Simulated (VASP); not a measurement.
# Al2Cu in VASP: a series of runs

Runs on Al2Cu. Level: PBE. Tasks: single point.

Everything below comes from runs of VASP 6.6.1. Logs are shortened: lines on timing, memory, paths and dates and some standing lists are left out, and cuts for length are marked.

## Step 1: The cell of the first run

It takes space group Imm2 (No. 44, orthorhombic). Conventional cell: a = 4.089 Å, b = 5.783 Å, c = 4.089 Å, α = 90.00°, β = 90.00°, γ = 90.00°. Within 3.1 Å of Al (site symmetry m) lie 4 Cu at 2.35 to 2.67 Å and 6 Al at 2.89 Å. Cu (site symmetry mm2) has 8 Al at 2.35 to 2.67 Å within 3.1 Å.

## Step 2: Single point, PBE (atoms displaced along a vibrational mode)

Contents of INCAR:

```
  ALGO = Fast
  EDIFF = 1E-6
  ENCUT = 520
  GGA = PE
  ISIF = 2
  ISMEAR = 0
  LASPH = T
  LCHARG = F
  LREAL = F
  LWAVE = F
  NBANDS = 16
  NELM = 100
  PREC = Accurate
  SIGMA = 0.15
```

Contents of KPOINTS:

```
k-points
0
Gamma
  14 14 14
```

Contents of POSCAR:

```
Al2Cu
1.0
   -2.0446004822      2.0446004822      2.8914013846
    2.0446004822     -2.0446004822      2.8914013846
    2.0446004822      2.0446004822     -2.8914013846
Al Cu
2 1
Direct
    0.7500000000      0.2241656734      0.4741656734
    0.2500000000      0.7241656734      0.4741656734
    0.5000000000      0.5219384344      0.0219384344
```

Potentials or basis: VASP PAW PBE potentials, release 64 (Al, Cu).

Started as:

```sh
$ cat potpaw_PBE.64/Al/POTCAR potpaw_PBE.64/Cu/POTCAR > POTCAR
$ mpirun -np 1 vasp_std > vasp.out
```

OUTCAR:

```text
EDIFF = 1E-6
   ENCUT = 520
   GGA = PE
   ISIF = 2
   ISMEAR = 0
   LASPH = T
   LREAL = F
   NELM = 100
   PREC = Accurate

 ion  position               nearest neighbor table
   1  0.750  0.224  0.474-   3 2.35   3 2.51   3 2.51   3 2.67   2 2.89   2 2.89   2 2.89   2 2.89
                             2 2.89   2 2.89
   2  0.250  0.724  0.474-   3 2.35   3 2.51   3 2.51   3 2.67   1 2.89   1 2.89   1 2.89   1 2.89
                             1 2.89   1 2.89
   3  0.500  0.522  0.022-   1 2.35   2 2.35   1 2.51   2 2.51   2 2.51   1 2.51   2 2.67   1 2.67

  LATTYP: Found a body centered tetragonal cell.
 ALAT       =     4.0892009644
 C/A-ratio  =     1.4141644834

  Lattice vectors:

 A1 = (  -2.0446004822,   2.0446004822,   2.8914013846)
 A2 = (   2.0446004822,  -2.0446004822,   2.8914013846)
 A3 = (   2.0446004822,   2.0446004822,  -2.8914013846)

Analysis of symmetry for initial positions (statically):
=====================================================================
 Subroutine PRICEL returns:
 Original cell was already a primitive cell.

 Routine SETGRP: Setting up the symmetry group for a
 body centered tetragonal supercell.

 Subroutine GETGRP returns: Found  4 space group operations
 (whereof  4 operations were pure point group operations)
 out of a pool of 16 trial point group operations.

The static configuration has the point symmetry C_2v.

Analysis of symmetry for dynamics (positions and initial velocities):
=====================================================================
 Subroutine PRICEL returns:
 Original cell was already a primitive cell.

 Routine SETGRP: Setting up the symmetry group for a
 body centered tetragonal supercell.

 Subroutine GETGRP returns: Found  4 space group operations
 (whereof  4 operations were pure point group operations)
 out of a pool of 16 trial point group operations.

The dynamic configuration has the point symmetry C_2v.

 Subroutine INISYM returns: Found  4 space group operations
 (whereof  4 operations are pure point group operations),
 and found     1 'primitive' translations

----------------------------------------------------------------------------------------

                                     Primitive cell

[... 89 lines left out ...]
   LASPH  =      T    aspherical Exc in radial PAW
   ENCUT  =  520.0 eV  38.22 Ry    6.18 a.u.   7.60  7.60  7.60*2*pi/ulx,y,z
   NELM   =    100;   NELMIN=  2; NELMDL= -5     # of ELM steps
   EDIFF  = 0.1E-05   stopping-criterion for ELM
   LREAL  =      F    real-space projection
   EDIFFG = 0.1E-04   stopping-criterion for IOM
   NSW    =      0    number of steps for IOM
   IBRION =     -1    ionic relax: 0-MD 1-quasi-New 2-CG
   NFREE  =      0    steps in history (QN), initial steepest desc. (CG)
   ISIF   =      2    stress and relaxation
   ISYM   =      2    0-nonsym 1-usesym 2-fastsym
   POTIM  = 0.5000    time-step for ionic-motion
   TEBEG  =    0.0;   TEEND  =   0.0 temperature during run
   PSTRESS=    0.0 pullay stress
   NELECT =      17.0000    total number of electrons
   NUPDOWN=      -1.0000    fix difference up-down
   EMIN   =  10.00;   EMAX   =-10.00  energy-range for DOS
   EFERMI =   0.00;   METHOD = LEGACY
   ISMEAR =     0;   SIGMA  =   0.15  broadening in eV -4-tet -1-fermi 0-gaus
   EFERMI_NEDOS =   21; number of points for ismear=-14 and -15
   IALGO  =     68    algorithm
   IMIX   =      4    mixing-type and parameters
     AMIX     =   0.40;   BMIX     =  1.00
     AMIX_MAG =   1.60;   BMIX_MAG =  1.00
  volume/ion in A,a.u.               =      16.12       108.76
  Fermi-wavevector in a.u.,A,eV,Ry     =   1.155481  2.183542 18.165624  1.335136
  Thomas-Fermi vector in A             =   2.292109
   LORBIT       =      0    0 simple, 1 ext, 2 COOP (PROOUT), +10 PAW based schemes
   GGA     = PE    functional components
   LHFCALC =     F    Hartree Fock is set to
   AEXX    =    0.0000 exact exchange contribution
   IVDW    =     0    specifies the selected vdW correction
   LEPSILON=     F    determine dielectric tensor
   LRPA    =     F    only Hartree local field effects (RPA)
 non-spin polarized calculation
 RMM-DIIS sequential band-by-band and
 Gauss-broadening in eV      SIGMA  =   0.15
  energy-cutoff  :      520.00
  volume of cell :       48.35
 maximum number of plane-waves:      1323
   NGX = 15   NGY = 15   NGZ = 15

 number of electron      16.9999999 magnetization

 Free energy of the ion-electron system (eV)
  ---------------------------------------------------
  ext. energy  EPLUGINS =         0.00000000
  ---------------------------------------------------
  free energy    TOTEN  =       -11.61501835 eV

  energy without entropy =      -11.60444277  energy(sigma->0) =      -11.60973056

 E-fermi :   6.9067     XC(G=0): -10.4017

 val. band max:        6.9040933040   @ k =   0.1429   0.0000   0.0000
 cond. band min:       6.9090054445   @ k =  -0.0714   0.4286   0.5000
 fundamental gap:      0.0049121405
 Fermi energy:         6.9067435399

 k-point     1 :       0.0000    0.0000    0.0000
  band No.  band energies     occupation
      1      -3.2219      2.00000
      2       2.3399      2.00000
      3       2.3750      2.00000
      4       2.3787      2.00000
      5       2.8960      2.00000
      6       2.9107      2.00000
[... 433 lines left out ...]
      3       2.4889      2.00000
      4       2.5256      2.00000
      5       2.8943      2.00000
      6       2.9599      2.00000
[... 8 lines left out ...]
     15      15.0897      0.00000
     16      17.1862      0.00000

 [... further k-points ...]

------------------------ aborting loop because EDIFF is reached ----------------------------------------

  FORCE on cell =-STRESS in cart. coord.  units (eV):
  Direction    XX          YY          ZZ          XY          YZ          ZX
  --------------------------------------------------------------------------------------
  -------------------------------------------------------------------------------------
  Total        0.7674748     -0.0576404      0.5777194      0.0000000      0.0000000      0.0000000
  in kB       25.4325204     -1.9100848     19.1444222      0.0000000      0.0000000      0.0000000
  external PRESSURE =      14.2222859 kB  Pullay stress =       0.0000000 kB

 VOLUME and BASIS-vectors are now :
 -----------------------------------------------------------------------------
  energy-cutoff  :      520.00
  volume of cell :       48.35
      direct lattice vectors                 reciprocal lattice vectors
    -2.044600482  2.044600482  2.891401385     0.000000000  0.244546553  0.172926527
     2.044600482 -2.044600482  2.891401385     0.244546553  0.000000000  0.172926527
     2.044600482  2.044600482 -2.891401385     0.244546553  0.244546553  0.000000000

 POSITION                                       TOTAL-FORCE (eV/Angst)
 -----------------------------------------------------------------------------------
     -0.10564      2.04460      1.44570         0.719366     -0.000000      0.227008
      1.93896      0.00000      1.44570         0.719366      0.000000     -0.227008
      0.08971      0.00000      2.89140        -1.438731     -0.000000      0.000000
 -----------------------------------------------------------------------------------
    total drift:                                0.000811     -0.000001      0.000002

  FREE ENERGIE OF THE ION-ELECTRON SYSTEM (eV)
  ---------------------------------------------------
  free  energy   TOTEN  =       -11.6150183529 eV

  energy  without entropy=      -11.6044427685  energy(sigma->0) =      -11.60973056
```

Run time: 6.7 min. Hardware: 1 thread of Intel Xeon 6975P-C (Granite Rapids), shared host; peak memory 0.42 GiB.

What came out:

* Free energy: -11.6150 eV
* Pressure: 1.4 GPa
* Largest force: 1.439 eV/Å
* Band gap on the k mesh: zero (an odd number of electrons rules out a gap without spin polarisation)

Forces in eV/Å, atoms in the order of the input:
```
Al   0.719  0.000  0.227
Al   0.719  0.000 -0.227
Cu  -1.439  0.000  0.000
```

Stress tensor (GPa, compression positive):
```
 2.54  0.00  0.00
 0.00 -0.19  0.00
 0.00  0.00  1.91
```

Caveat: the cell differs from its parent crystal (atoms displaced along a vibrational mode); forces of over 1 eV/Å act on the atoms, so gaps and moduli don't describe the material at rest.

## Step 3: Single point, PBE (atoms displaced along a vibrational mode)

Contents of INCAR:

```
PREC = Accurate
ENCUT = 520
EDIFF = 1E-6
ISMEAR = 0
SIGMA = 0.15
LREAL = F
LASPH = T
NELM = 80
ALGO = Fast
ISIF = 2
LWAVE = F
LCHARG = T
GGA = PE
LELF = T
LVHAR = T
NBANDS = 16
```

Contents of KPOINTS:

```
regular mesh
0
Gamma
  14 14 14
```

Contents of POSCAR:

```
Al2Cu
1.0
   -2.0446004822      2.0446004822      2.8914013846
    2.0446004822     -2.0446004822      2.8914013846
    2.0446004822      2.0446004822     -2.8914013846
Al Cu
2 1
Direct
    0.7435500644      0.2177157378      0.4612658022
    0.2435500644      0.7177157378      0.4612658022
    0.5054772664      0.5274157008      0.0328929672
```

Potentials or basis: VASP PAW PBE potentials, release 64 (Al, Cu).

Started as:

```sh
$ cat potpaw_PBE.64/Al/POTCAR potpaw_PBE.64/Cu/POTCAR > POTCAR
$ mpirun -np 1 vasp_std > vasp.out
```

OUTCAR:

```text
PREC = Accurate
   ENCUT = 520
   EDIFF = 1E-6
   ISMEAR = 0
   LREAL = F
   LASPH = T
   NELM = 80
   ISIF = 2
   GGA = PE

 ion  position               nearest neighbor table
   1  0.744  0.218  0.461-   3 2.31   3 2.48   3 2.56   3 2.71   2 2.89   2 2.89   2 2.89   2 2.89
                             2 2.89   2 2.89
   2  0.244  0.718  0.461-   3 2.31   3 2.48   3 2.56   3 2.71   1 2.89   1 2.89   1 2.89   1 2.89
                             1 2.89   1 2.89
   3  0.505  0.527  0.033-   1 2.31   2 2.31   2 2.48   1 2.48   2 2.56   1 2.56   1 2.71   2 2.71

  LATTYP: Found a body centered tetragonal cell.
 ALAT       =     4.0892009644
 C/A-ratio  =     1.4141644834

  Lattice vectors:

 A1 = (  -2.0446004822,   2.0446004822,   2.8914013846)
 A2 = (   2.0446004822,  -2.0446004822,   2.8914013846)
 A3 = (   2.0446004822,   2.0446004822,  -2.8914013846)

Analysis of symmetry for initial positions (statically):
=====================================================================
 Subroutine PRICEL returns:
 Original cell was already a primitive cell.

 Routine SETGRP: Setting up the symmetry group for a
 body centered tetragonal supercell.

 Subroutine GETGRP returns: Found  2 space group operations
 (whereof  2 operations were pure point group operations)
 out of a pool of 16 trial point group operations.

The static configuration has the point symmetry C_1h.

Analysis of symmetry for dynamics (positions and initial velocities):
=====================================================================
 Subroutine PRICEL returns:
 Original cell was already a primitive cell.

 Routine SETGRP: Setting up the symmetry group for a
 body centered tetragonal supercell.

 Subroutine GETGRP returns: Found  2 space group operations
 (whereof  2 operations were pure point group operations)
 out of a pool of 16 trial point group operations.

The dynamic configuration has the point symmetry C_1h.

 Subroutine INISYM returns: Found  2 space group operations
 (whereof  2 operations are pure point group operations),
 and found     1 'primitive' translations

----------------------------------------------------------------------------------------

                                     Primitive cell

  volume of cell :      48.3488

  direct lattice vectors                    reciprocal lattice vectors
    -2.044600482  2.044600482  2.891401385     0.000000000  0.244546553  0.172926527
     2.044600482 -2.044600482  2.891401385     0.244546553  0.000000000  0.172926527
     2.044600482  2.044600482 -2.891401385     0.244546553  0.244546553  0.000000000

  length of vectors
     4.089130009  4.089130009  4.089130009     0.299510601  0.299510601  0.345841052

  position of ions in fractional coordinates (direct lattice)
     0.743550064  0.217715738  0.461265802
     0.243550064  0.717715738  0.461265802
     0.505477266  0.527415701  0.032892967

  ion indices of the primitive-cell ions
   primitive index   ion index
                 1           1
                 2           2
                 3           3
[... 20 lines left out ...]
     0.000000000  0.000000000  0.000000000

 Subroutine IBZKPT returns following result:
 ===========================================

 Found    744 irreducible k-points:

 Following reciprocal coordinates:
            Coordinates               Weight
  0.000000  0.000000  0.000000      1.000000
  0.071429  0.000000  0.000000      4.000000
  0.000000  0.071429  0.000000      4.000000
  0.142857  0.000000  0.000000      4.000000
  0.000000  0.142857  0.000000      4.000000
  0.214286  0.000000  0.000000      4.000000
[... 16 lines left out ...]
  0.000000  0.285714 -0.071429      4.000000
 -0.071429 -0.214286  0.000000      4.000000
 [... further k-points ...]
   k-points           NKPTS =    744   k-points in BZ     NKDIM =    744   number of bands    NBANDS=     16
   number of dos      NEDOS =    301   number of ions     NIONS =      3
   total plane-waves  NPLWV =  27000
   dimension x,y,z NGX =    30 NGY =   30 NGZ =   30
   dimension x,y,z NGXF=    60 NGYF=   60 NGZF=   60
   ions per type =               2   1
   NGX,Y,Z   is equivalent  to a cutoff of  12.20, 12.20, 12.20 a.u.
   NGXF,Y,Z  is equivalent  to a cutoff of  24.39, 24.39, 24.39 a.u.
 SYSTEM =  unknown system
   PREC   = accura    normal or accurate (medium, high low for compatibility)
   ISTART =      0    job   : 0-new  1-cont  2-samecut
   ICHARG =      2    charge: 1-file 2-atom 10-const
   ISPIN  =      1    spin polarized calculation?
   LNONCOLLINEAR =      F non collinear calculations
   LSORBIT =      F    spin-orbit coupling
   LASPH  =      T    aspherical Exc in radial PAW
   ENCUT  =  520.0 eV  38.22 Ry    6.18 a.u.   7.60  7.60  7.60*2*pi/ulx,y,z
   NELM   =     80;   NELMIN=  2; NELMDL= -5     # of ELM steps
   EDIFF  = 0.1E-05   stopping-criterion for ELM
   LREAL  =      F    real-space projection
   EDIFFG = 0.1E-04   stopping-criterion for IOM
   NSW    =      0    number of steps for IOM
   IBRION =     -1    ionic relax: 0-MD 1-quasi-New 2-CG
   NFREE  =      0    steps in history (QN), initial steepest desc. (CG)
   ISIF   =      2    stress and relaxation
   ISYM   =      2    0-nonsym 1-usesym 2-fastsym
   POTIM  = 0.5000    time-step for ionic-motion
   TEBEG  =    0.0;   TEEND  =   0.0 temperature during run
   PSTRESS=    0.0 pullay stress
   NELECT =      17.0000    total number of electrons
   NUPDOWN=      -1.0000    fix difference up-down
   EMIN   =  10.00;   EMAX   =-10.00  energy-range for DOS
   EFERMI =   0.00;   METHOD = LEGACY
   ISMEAR =     0;   SIGMA  =   0.15  broadening in eV -4-tet -1-fermi 0-gaus
   EFERMI_NEDOS =   21; number of points for ismear=-14 and -15
   IALGO  =     68    algorithm
   IMIX   =      4    mixing-type and parameters
     AMIX     =   0.40;   BMIX     =  1.00
     AMIX_MAG =   1.60;   BMIX_MAG =  1.00
  volume/ion in A,a.u.               =      16.12       108.76
  Fermi-wavevector in a.u.,A,eV,Ry     =   1.155481  2.183542 18.165624  1.335136
  Thomas-Fermi vector in A             =   2.292109
   LORBIT       =      0    0 simple, 1 ext, 2 COOP (PROOUT), +10 PAW based schemes
   GGA     = PE    functional components
   LHFCALC =     F    Hartree Fock is set to
   AEXX    =    0.0000 exact exchange contribution
   IVDW    =     0    specifies the selected vdW correction
   LEPSILON=     F    determine dielectric tensor
   LRPA    =     F    only Hartree local field effects (RPA)
 non-spin polarized calculation
 RMM-DIIS sequential band-by-band and
 Gauss-broadening in eV      SIGMA  =   0.15
  energy-cutoff  :      520.00
  volume of cell :       48.35
 maximum number of plane-waves:      1323
   NGX = 15   NGY = 15   NGZ = 15

 number of electron      17.0000002 magnetization

 Free energy of the ion-electron system (eV)
  ---------------------------------------------------
  ext. energy  EPLUGINS =         0.00000000
  ---------------------------------------------------
  free energy    TOTEN  =       -11.52756708 eV

  energy without entropy =      -11.51709390  energy(sigma->0) =      -11.52233049

 E-fermi :   6.9097     XC(G=0): -10.3990

 val. band max:        6.9095543439   @ k =  -0.1429   0.1429   0.0714
 cond. band min:       6.9120157896   @ k =  -0.0714   0.0714   0.1429
 fundamental gap:      0.0024614457
 Fermi energy:         6.9096568523

 k-point     1 :       0.0000    0.0000    0.0000
  band No.  band energies     occupation
      1      -3.2225      2.00000
      2       2.3027      2.00000
      3       2.3607      2.00000
      4       2.3662      2.00000
      5       2.8616      2.00000
      6       2.8904      2.00000
[... 433 lines left out ...]
      3       2.4349      2.00000
      4       2.4532      2.00000
      5       2.8273      2.00000
      6       2.8980      2.00000
[... 8 lines left out ...]
     15      13.2812      0.00000
     16      15.0577      0.00000

 [... further k-points ...]

------------------------ aborting loop because EDIFF is reached ----------------------------------------

  FORCE on cell =-STRESS in cart. coord.  units (eV):
  Direction    XX          YY          ZZ          XY          YZ          ZX
  --------------------------------------------------------------------------------------
  -------------------------------------------------------------------------------------
  Total        1.1018837     -0.1229017      0.8642628     -0.1301950      0.0000000      0.0000000
  in kB       36.5141369     -4.0727078     28.6398745     -4.3143919      0.0000000      0.0000000
  external PRESSURE =      20.3604346 kB  Pullay stress =       0.0000000 kB

 VOLUME and BASIS-vectors are now :
 -----------------------------------------------------------------------------
  energy-cutoff  :      520.00
  volume of cell :       48.35
      direct lattice vectors                 reciprocal lattice vectors
    -2.044600482  2.044600482  2.891401385     0.000000000  0.244546553  0.172926527
     2.044600482 -2.044600482  2.891401385     0.244546553  0.000000000  0.172926527
     2.044600482  2.044600482 -2.891401385     0.244546553  0.244546553  0.000000000

 POSITION                                       TOTAL-FORCE (eV/Angst)
 -----------------------------------------------------------------------------------
     -0.13202      2.01823      1.44570         0.920073      0.152773      0.344599
      1.91258     -0.02638      1.44570         0.920073      0.152773     -0.344599
      0.11211      0.02240      2.89140        -1.840146     -0.305547     -0.000000
 -----------------------------------------------------------------------------------
    total drift:                                0.000332      0.000221      0.000003

  FREE ENERGIE OF THE ION-ELECTRON SYSTEM (eV)
  ---------------------------------------------------
  free  energy   TOTEN  =       -11.5275670834 eV

  energy  without entropy=      -11.5170938992  energy(sigma->0) =      -11.52233049
```

Run time: 11 min. Hardware: 1 thread of Intel Xeon 6975P-C (Granite Rapids), shared host; peak memory 0.63 GiB.

Results:

```
Free energy            : -11.5276 eV
Pressure               : 2.0 GPa
Largest force          : 1.865 eV/Å
Band gap on the k mesh : zero (an odd number of electrons rules out a gap without spin polarisation)
```

Forces on the atoms (eV/Å):
```
Al   0.920  0.153  0.345
Al   0.920  0.153 -0.345
Cu  -1.840 -0.306  0.000
```

Stress tensor (GPa, compression positive):
```
 3.65 -0.43  0.00
-0.43 -0.41  0.00
 0.00  0.00  2.86
```

Levels at points of the mesh, in eV from the Fermi level:
| k point | band 6 | band 7 | band 8 | band 9 | band 10 | band 11 | band 12 | band 13 |
| --- | --- | --- | --- | --- | --- | --- | --- | --- |
| (0.00, 0.00, 0.00) | -4.02 | 2.29 | 2.36 | 2.82 | 2.93 | 3.33 | 3.44 | 4.20 |
| (0.50, 0.00, 0.00) | -3.98 | -3.93 | 0.61 | 0.67 | 2.75 | 2.87 | 3.58 | 4.43 |
| (0.00, 0.50, 0.00) | -3.99 | -3.96 | 0.61 | 0.63 | 2.82 | 2.87 | 3.65 | 4.36 |
| (0.50, 0.50, 0.00) | -3.89 | -3.79 | -1.97 | -1.88 | 0.22 | 1.52 | 8.99 | 10.25 |
| (0.00, 0.00, 0.50) | -3.90 | -3.72 | -1.95 | -1.91 | 0.22 | 1.52 | 8.99 | 10.24 |
| (0.50, 0.50, 0.50) | -3.88 | -3.84 | -1.97 | -1.87 | 0.22 | 1.52 | 8.99 | 10.30 |

Caveat: the cell differs from its parent crystal (atoms displaced along a vibrational mode); forces of over 1 eV/Å act on the atoms, so gaps and moduli don't describe the material at rest.
